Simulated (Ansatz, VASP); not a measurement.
## Ti in VASP and in Ansatz

```
Ti
1.0
     2.86304    0.00000    0.00000
    -1.43152    2.47947    0.00000
     0.00000    0.00000    4.53967
Ti
2
Direct
  0.33333 0.66667 0.25000
  0.66667 0.33333 0.75000
```

Alike in both runs: functional LDA; k mesh 12 × 12 × 7; occupations fermi-dirac, width 0.05 eV; collinear spin.

Ansatz relaxed the structure, and its values are those at the end. VASP's run is a single point on that final structure, the one shown.

|  | VASP | Ansatz |
| --- | --- | --- |
| version | VASP 6.6.1 | Ansatz 0.2.0 |
| potentials or method | VASP PAW LDA potentials, release 64 (Ti_sv), cutoff 520 eV | plane waves (420 eV) with PAW, scalar-relativistic |
| valence electrons in the cell | 24 | 24 |

```csv
,VASP,Ansatz,Ansatz less VASP
pressure (GPa),-0.2,0.0,+0.17
net moment per atom (μB),0.00,0.00,0.000
```

Ansatz warns that its potentials were made for another functional, while VASP's fit it. LDA's correlation is that of Perdew and Zunger in VASP and of Perdew and Wang (1992) in Ansatz. Ansatz's warnings: seeded moment not kept.
